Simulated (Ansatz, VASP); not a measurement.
Two plane-wave programs on Sb

File POSCAR:

```
Sb
1.0
   -2.0210481572      2.0210481572      1.7216336154
    2.0210481572     -2.0210481572      1.7216336154
    2.0210481572      2.0210481572     -1.7216336154
Sb
1
Direct
    0.0000000000      0.0000000000      0.0000000000
```

Contents of INCAR.step1:

```
ALGO = Normal
EDIFF = 1E-4
ENCUT = 520
GGA = PE
ISMEAR = 0
LASPH = True
LCHARG = False
LREAL = False
LWAVE = True
NBANDS = 8
NELM = 60
PREC = Accurate
SIGMA = 0.15
```

The input INCAR.step2:

```
ALGO = Normal
EDIFF = 1E-6
ENCUT = 520
ISIF = 2
ISMEAR = 0
ISTART = 1
LASPH = True
LCHARG = False
LMIXTAU = True
LREAL = False
LWAVE = False
METAGGA = R2SCAN
NBANDS = 8
NELM = 60
PREC = Accurate
SIGMA = 0.15
```

KPOINTS

```
k-points
0
Gamma
  18 18 18
```

Input for Ansatz:

```yaml
crystal:
  lattice:
    - [-2.0210481572, 2.0210481572, 1.7216336154]
    - [2.0210481572, -2.0210481572, 1.7216336154]
    - [2.0210481572, 2.0210481572, -1.7216336154]
  atoms:
    - { symbol: Sb, position: [0.0, 0.0, 0.0] }
basis:
  ecutwfc: 500
kpoints:
  mp_grid: { grid: [18, 18, 18] }
hamiltonian:
  xc: r2scan
scf:
  occupations: { method: gaussian, width: 0.15 }
output:
  forces: true
  stress: true
  eigenvalues: true
```

Change from the starting cell: strain +0.080 along x and y, -0.080 along z, atoms carried along.

Alike in both runs: task single point; functional r2SCAN; k mesh 18 × 18 × 18; occupations gaussian, width 0.15 eV; no spin polarisation.

```csv
,VASP,Ansatz
version,VASP 6.6.1,Ansatz 0.2.0
potentials or method,"VASP PAW PBE potentials, release 64 (Sb), cutoff 520 eV","scalar-relativistic, plane waves, PAW"
valence electrons in the cell,5,15
```

Ansatz gave:

| Property | Result |
| --- | --- |
| gap on the k mesh at the Fermi level (eV) | none |
| pressure (GPa) | -1.9 |
| traceless stress, the component that is largest in VASP (GPa) | 0.67 |

Problem. What did VASP give for the same quantities?

Solution. gap on the k mesh at the Fermi level (eV): none; pressure (GPa): -1.9; traceless stress, the component that is largest in VASP (GPa): 0.64.

VASP's potentials were made for PBE, not for r2SCAN. A gap of «none» marks a metal or a gap that the smearing closes. VASP's potentials hold 5 valence electrons a cell and Ansatz's 15, so a difference there can come from the potentials and not from the codes.

Neither program's run includes spin-orbit coupling.
